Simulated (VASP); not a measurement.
# P (P2/m) in VASP: further runs

Runs on P. Level: PBE-based screened hybrid with 25 % exact exchange. Tasks: single point.

Everything below comes from runs of VASP 6.6.1. Logs are shortened: lines on timing, memory, paths and dates and some standing lists are left out, and cuts for length are marked.

## 1. The cell of the first run

It takes space group P2/m (No. 10, monoclinic). Conventional cell: a = 2.425 Å, b = 2.439 Å, c = 4.852 Å, α = 90.00°, β = 90.24°, γ = 90.00°. P (site symmetry m) has 6 P at 2.42 to 2.44 Å within 3.2 Å.

This isn't the form of P at room conditions, which is orthorhombic.

## 2. Single point, PBE-based screened hybrid with 25 % exact exchange

Contents of POSCAR:

```
P
1.0
    2.4246941115      0.0000000000      0.0000000000
    0.0000000000      2.4385351442      0.0000000000
   -0.0203144631      0.0000000000      4.8524328982
P
2
Direct
    0.0000000300      0.0000000000      0.7494253600
    0.9999999700      0.0000000000      0.2505746400
```

Contents of INCAR.step1:

```
ALGO = Normal ; EDIFF = 1E-5
ENCUT = 520 ; GGA = PE
ISIF = 2 ; ISMEAR = -1
LASPH = T ; LCHARG = F
LREAL = F ; LWAVE = T
NBANDS = 12 ; NELM = 80
PREC = Accurate ; SIGMA = 0.05
```

Contents of INCAR.step2:

```
AEXX = 0.25 ; ALGO = Normal
EDIFF = 1E-6 ; ENCUT = 520
GGA = PE ; HFSCREEN = 0.4
ISIF = 2 ; ISMEAR = -1
ISTART = 1 ; LASPH = T
LCHARG = F ; LHFCALC = T
LREAL = F ; LWAVE = F
NBANDS = 12 ; NELM = 80
PREC = Accurate ; PRECFOCK = Normal
SIGMA = 0.05
```

Contents of KPOINTS:

```
k-points
0
Gamma
  6 6 3
```

Potentials or basis: VASP PAW PBE potentials, release 64 (P).

The run is started by

```bash
$ cat potpaw_PBE.64/P/POTCAR > POTCAR
$ cp INCAR.step1 INCAR
$ mpirun -np 1 vasp_std > vasp.out
$ cp INCAR.step2 INCAR
$ mpirun -np 1 vasp_std > vasp.out
```

OUTCAR:

```text
AEXX = 0.25
   EDIFF = 1E-6
   ENCUT = 520
   GGA = PE
   HFSCREEN = 0.4
   ISIF = 2
   ISMEAR = -1
   ISTART = 1
   LASPH = T
   LHFCALC = T
   LREAL = F
   NELM = 80
   PREC = Accurate
   PRECFOCK = Normal

 ion  position               nearest neighbor table
   1  0.000  0.000  0.749-   2 2.42   2 2.43
   2  1.000  0.000  0.251-   1 2.42   1 2.43

  LATTYP: Found a simple monoclinic cell.
 ALAT       =     2.4246941115
 B/A-ratio  =     1.0057083624
 C/A-ratio  =     2.0012732318
 COS(beta)  =    -0.0041864124

  Lattice vectors:

 A1 = (   2.4246941115,   0.0000000000,   0.0000000000)
 A2 = (   0.0000000000,   2.4385351442,   0.0000000000)
 A3 = (  -0.0203144631,   0.0000000000,   4.8524328982)

Analysis of symmetry for initial positions (statically):
=====================================================================
 Subroutine PRICEL returns:
 Original cell was already a primitive cell.

 Routine SETGRP: Setting up the symmetry group for a
 simple monoclinic supercell.

 Subroutine GETGRP returns: Found  4 space group operations
 (whereof  4 operations were pure point group operations)
 out of a pool of  4 trial point group operations.

The static configuration has the point symmetry C_2h.

Analysis of symmetry for dynamics (positions and initial velocities):
=====================================================================
 Subroutine PRICEL returns:
 Original cell was already a primitive cell.

 Routine SETGRP: Setting up the symmetry group for a
 simple monoclinic supercell.

 Subroutine GETGRP returns: Found  4 space group operations
 (whereof  4 operations were pure point group operations)
 out of a pool of  4 trial point group operations.

The dynamic configuration has the point symmetry C_2h.

 Subroutine INISYM returns: Found  4 space group operations
 (whereof  4 operations are pure point group operations),
 and found     1 'primitive' translations

----------------------------------------------------------------------------------------

                                     Primitive cell

  volume of cell :      28.6910

  direct lattice vectors                    reciprocal lattice vectors
     2.424694112  0.000000000  0.000000000     0.412423157  0.000000000  0.001726589
     0.000000000  2.438535144  0.000000000     0.000000000  0.410082259  0.000000000
    -0.020314463  0.000000000  4.852432898     0.000000000  0.000000000  0.206082190

  length of vectors
     2.424694112  2.438535144  4.852475421     0.412426771  0.410082259  0.206082190

  position of ions in fractional coordinates (direct lattice)
     0.000000030  0.000000000  0.749425360
     0.999999970  0.000000000  0.250574640

  ion indices of the primitive-cell ions
   primitive index   ion index
                 1           1
                 2           2

----------------------------------------------------------------------------------------

 KPOINTS: k-points

Automatic generation of k-mesh.
 Grid dimensions read from file:
 generate k-points for:    6    6    3

 Generating k-lattice:

  Cartesian coordinates                     Fractional coordinates (reciprocal lattice)
     0.068737193  0.000000000  0.000287765     0.166666667  0.000000000  0.000000000
     0.000000000  0.068347043  0.000000000     0.000000000  0.166666667  0.000000000
     0.000000000  0.000000000  0.068694063     0.000000000  0.000000000  0.333333333

  Length of vectors
     0.068737795  0.068347043  0.068694063

  Shift w.r.t. Gamma in fractional coordinates (k-lattice)
     0.000000000  0.000000000  0.000000000

 Subroutine IBZKPT returns following result:
 ===========================================

 Found     40 irreducible k-points:

 Following reciprocal coordinates:
            Coordinates               Weight
  0.000000  0.000000  0.000000      1.000000
  0.166667  0.000000 -0.000000      2.000000
  0.333333  0.000000 -0.000000      2.000000
  0.500000  0.000000 -0.000000      1.000000
  0.000000  0.166667  0.000000      2.000000
  0.166667  0.166667 -0.000000      4.000000
[... 16 lines left out ...]
  0.000000  0.166667  0.333333      4.000000
  0.166667  0.166667  0.333333      4.000000
 [... further k-points ...]
   k-points           NKPTS =     40   k-points in BZ     NKDIM =    108   number of bands    NBANDS=     12
   number of dos      NEDOS =    301   number of ions     NIONS =      2
   total plane-waves  NPLWV =  11664
   dimension x,y,z NGX =    18 NGY =   18 NGZ =   36
   dimension x,y,z NGXF=    36 NGYF=   36 NGZF=   72
   ions per type =               2
   NGX,Y,Z   is equivalent  to a cutoff of  12.34, 12.27, 12.33 a.u.
   NGXF,Y,Z  is equivalent  to a cutoff of  24.68, 24.54, 24.67 a.u.
 SYSTEM =  unknown system
   PREC   = accura    normal or accurate (medium, high low for compatibility)
   ISTART =      1    job   : 0-new  1-cont  2-samecut
   ICHARG =      0    charge: 1-file 2-atom 10-const
   ISPIN  =      1    spin polarized calculation?
   LNONCOLLINEAR =      F non collinear calculations
   LSORBIT =      F    spin-orbit coupling
   LASPH  =      T    aspherical Exc in radial PAW
   ENCUT  =  520.0 eV  38.22 Ry    6.18 a.u.   4.51  4.53  9.02*2*pi/ulx,y,z
   NELM   =     80;   NELMIN=  2; NELMDL=  0     # of ELM steps
   EDIFF  = 0.1E-05   stopping-criterion for ELM
   LREAL  =      F    real-space projection
   EDIFFG = 0.1E-04   stopping-criterion for IOM
   NSW    =      0    number of steps for IOM
   IBRION =     -1    ionic relax: 0-MD 1-quasi-New 2-CG
   NFREE  =      0    steps in history (QN), initial steepest desc. (CG)
   ISIF   =      2    stress and relaxation
   ISYM   =      3    0-nonsym 1-usesym 2-fastsym
   POTIM  = 0.5000    time-step for ionic-motion
   TEBEG  =    0.0;   TEEND  =   0.0 temperature during run
   PSTRESS=    0.0 pullay stress
   NELECT =      10.0000    total number of electrons
   NUPDOWN=      -1.0000    fix difference up-down
   EMIN   =  10.00;   EMAX   =-10.00  energy-range for DOS
   EFERMI =   0.00;   METHOD = LEGACY
   ISMEAR =    -1;   SIGMA  =   0.05  broadening in eV -4-tet -1-fermi 0-gaus
   EFERMI_NEDOS =   21; number of points for ismear=-14 and -15
   IALGO  =     38    algorithm
   IMIX   =      1    mixing-type and parameters
     AMIX     =   0.40;   BMIX     =  1.00
     AMIX_MAG =   1.60;   BMIX_MAG =  1.00
  volume/ion in A,a.u.               =      14.35        96.81
  Fermi-wavevector in a.u.,A,eV,Ry     =   1.152107  2.177167 18.059715  1.327352
  Thomas-Fermi vector in A             =   2.288761
   LORBIT       =      0    0 simple, 1 ext, 2 COOP (PROOUT), +10 PAW based schemes
   GGA     = PE    functional components
   LHFCALC =     T    Hartree Fock is set to
   PRECFOCK=normal    Normal, Fast or Accurate (Low or Medium for compatibility)
   ENCUT4O =  -1.0   cutoff for four orbital integrals eV
   NKREDX  =     1    reduce k-point grid by
   NKREDY  =     1    reduce k-point grid by
   NKREDZ  =     1    reduce k-point grid by
   AEXX    =    0.2500 exact exchange contribution
   HFSCREEN=    0.4000 screening length (either q_TF or 0.3 A-1)
   HFSCREENC=   0.4000 screening length for correlation (either q_TF or 0.3 A-1)
   ENCUTFOCK=  -1.0 apply spherical cutoff to Coloumb kernel
   IVDW    =     0    specifies the selected vdW correction
   LEPSILON=     F    determine dielectric tensor
   LRPA    =     F    only Hartree local field effects (RPA)
 non-spin polarized calculation
  energy-cutoff  :      520.00
  volume of cell :       28.69
 maximum number of plane-waves:       792
  NGX = 14; NGY = 14; NGZ = 28

 number of electron       9.9999996 magnetization

 Free energy of the ion-electron system (eV)
  ---------------------------------------------------
  ext. energy  EPLUGINS =         0.00000000
  ---------------------------------------------------
  free energy    TOTEN  =       -11.87441162 eV

  energy without entropy =      -11.86513596  energy(sigma->0) =      -11.86977379

 E-fermi :  10.0085     XC(G=0):  -9.6422

 val. band max:        9.9783621636   @ k =  -0.1667   0.1667   0.3333
 cond. band min:      10.0266729644   @ k =   0.1667   0.1667   0.3333
 fundamental gap:      0.0483108008
 Fermi energy:        10.0085128359

 k-point     1 :       0.0000    0.0000    0.0000
  band No.  band energies     occupation
      1      -8.4418      2.00000
      2      -3.5997      2.00000
      3       0.2227      2.00000
      4      15.2430      0.00000
      5      15.4743      0.00000
      6      15.5172      0.00000
      7      16.9601      0.00000
      8      17.0399      0.00000
      9      18.3872      0.00000
     10      18.6388      0.00000
     11      19.7815      0.00000
     12      24.9037      0.00000

 k-point     2 :       0.1667    0.0000   -0.0000
  band No.  band energies     occupation
      1      -7.7397      2.00000
      2      -2.8904      2.00000
      3       0.8526      2.00000
      4       9.5646      1.99972
      5      13.2983      0.00000
      6      15.7859      0.00000
      7      16.0209      0.00000
      8      17.5135      0.00000
      9      18.8930      0.00000
     10      19.3608      0.00000
     11      21.6760      0.00000
     12      23.5890      0.00000

 k-point     3 :       0.3333    0.0000   -0.0000
  band No.  band energies     occupation
      1      -5.7160      2.00000
      2      -0.8101      2.00000
      3       2.5594      2.00000
      4       3.6794      2.00000
      5       7.7137      2.00000
      6      13.6565      0.00000
      7      17.2396      0.00000
      8      17.4677      0.00000
      9      18.8622      0.00000
     10      20.2442      0.00000
     11      24.7205      0.00000
     12      26.3512      0.00000
[... 286 lines left out ...]
 k-point    23 :       0.0000    0.1667    0.3333
  band No.  band energies     occupation
      1      -7.0514      2.00000
      2      -5.0320      2.00000
      3       4.2668      2.00000
      4       9.4144      1.99999
      5      10.8949      0.00000
      6      11.8293      0.00000
      7      16.5734      0.00000
      8      18.0011      0.00000
      9      20.2508      0.00000
     10      21.1169      0.00000
     11      23.0087      0.00000
     12      25.1446      0.00000

 k-point    24 :       0.1667    0.1667    0.3333
  band No.  band energies     occupation
      1      -6.3452      2.00000
      2      -4.3429      2.00000
      3       4.8867      2.00000
      4       9.9674      1.38982
      5      10.0267      0.82037
      6      11.5132      0.00000
      7      12.7887      0.00000
      8      13.9792      0.00000
      9      22.3266      0.00000
     10      22.6940      0.00000
     11      25.5776      0.00000
     12      25.7633      0.00000

 [... further k-points ...]
[... 5 lines left out ...]
  --------------------------------------------------------------------------------------
  -------------------------------------------------------------------------------------
  Total       -0.3496496     -0.1675037     -0.3432862      0.0000000      0.0000000      0.0333781
  in kB      -19.5253163     -9.3538311    -19.1699687      0.0000000      0.0000000      1.8639165
  external PRESSURE =     -16.0163720 kB  Pullay stress =       0.0000000 kB

 VOLUME and BASIS-vectors are now :
 -----------------------------------------------------------------------------
  energy-cutoff  :      520.00
  volume of cell :       28.69
      direct lattice vectors                 reciprocal lattice vectors
     2.424694112  0.000000000  0.000000000     0.412423157  0.000000000  0.001726589
     0.000000000  2.438535144  0.000000000     0.000000000  0.410082259  0.000000000
    -0.020314463  0.000000000  4.852432898     0.000000000  0.000000000  0.206082190

 POSITION                                       TOTAL-FORCE (eV/Angst)
 -----------------------------------------------------------------------------------
     -0.01522      0.00000      3.63654         0.000236      0.000000      0.018807
      2.41960      0.00000      1.21590        -0.000236      0.000000     -0.018807
 -----------------------------------------------------------------------------------
    total drift:                               -0.000000      0.000000     -0.000000

  FREE ENERGIE OF THE ION-ELECTRON SYSTEM (eV)
  ---------------------------------------------------
  free  energy   TOTEN  =       -11.8744116152 eV

  energy  without entropy=      -11.8651359591  energy(sigma->0) =      -11.86977379
```

It took 9.8 min on 1 thread of Intel Xeon Platinum 8259CL at 2.50GHz (Skylake/Cascade Lake), shared host; peak memory 0.23 GiB.

What came out:

| Property | Result |
| --- | --- |
| Free energy | -11.8744 eV |
| Pressure | -1.6 GPa |
| Largest force | 0.019 eV/Å |
| Band gap on the k mesh | zero (bands 5 and 6 overlap by 9.62 eV) |

Forces on the atoms (eV/Å):
```
P    0.000  0.000  0.019
P    0.000  0.000 -0.019
```

Stress tensor (GPa, compression positive):
```
-1.95  0.00  0.19
 0.00 -0.94  0.00
 0.19  0.00 -1.92
```

Caveat: the k points lie up to 0.43 Å⁻¹ apart, too coarse for converged energies and pressures of a metal; the PAW data sets were made with another functional, which shifts forces and pressure a little.

## 3. Single point, PBE-based screened hybrid with 25 % exact exchange

POSCAR is that of step 2.

INCAR.step1, as its differences from that of step 2:

```diff
@@ -5,3 +5,3 @@
 LREAL = F ; LWAVE = T
-NBANDS = 12 ; NELM = 80
+NBANDS = 12 ; NELM = 100
 PREC = Accurate ; SIGMA = 0.05
```

Contents of INCAR.step2:

```
AEXX = 0.25 ; ALGO = Normal
EDIFF = 1E-7 ; ENCUT = 520
GGA = PE ; HFSCREEN = 0.6
ISIF = 2 ; ISMEAR = -1
ISTART = 1 ; LASPH = T
LCHARG = F ; LHFCALC = T
LREAL = F ; LWAVE = F
NBANDS = 12 ; NELM = 100
PREC = Accurate ; PRECFOCK = Normal
SIGMA = 0.05
```

KPOINTS is that of step 2.

Potentials or basis: VASP PAW PBE potentials, release 64 (P).

The run is started by

```bash
$ cat potpaw_PBE.64/P/POTCAR > POTCAR
$ cp INCAR.step1 INCAR
$ mpirun -np 1 vasp_std > vasp.out
$ cp INCAR.step2 INCAR
$ mpirun -np 1 vasp_std > vasp.out
```

Run time: 9.8 min. Hardware: 1 thread of Intel Xeon Platinum 8259CL at 2.50GHz (Skylake/Cascade Lake), shared host; peak memory 0.24 GiB.

Results (log left out):

- Free energy: -11.4019 eV
- Pressure: -0.6 GPa
- Largest force: 0.020 eV/Å
- Band gap on the k mesh: zero (bands 5 and 6 overlap by 9.32 eV)

Forces in eV/Å, atoms in the order of the input:
```
P    0.000  0.000  0.020
P    0.000  0.000 -0.020
```

Stress tensor (GPa, compression positive):
```
-0.85  0.00  0.19
 0.00 -0.16  0.00
 0.19  0.00 -0.84
```

Levels at points of the mesh, in eV from the Fermi level:
| k point | band 3 | band 4 | band 5 | band 6 | band 7 | band 8 |
| --- | --- | --- | --- | --- | --- | --- |
| (0.00, 0.00, 0.00) | -9.50 | 5.09 | 5.31 | 5.35 | 6.82 | 6.89 |
| (0.50, 0.00, 0.00) | -8.07 | -5.90 | -5.82 | 0.82 | 8.17 | 8.39 |
| (0.00, 0.50, 0.00) | -8.21 | -5.94 | -5.83 | 0.81 | 8.30 | 8.34 |
| (0.50, 0.50, 0.00) | -5.82 | -2.65 | -2.57 | -2.49 | -1.70 | 0.81 |

Caveat: the k points lie up to 0.43 Å⁻¹ apart, too coarse for converged energies and pressures of a metal; the PAW data sets were made with another functional, which shifts forces and pressure a little.
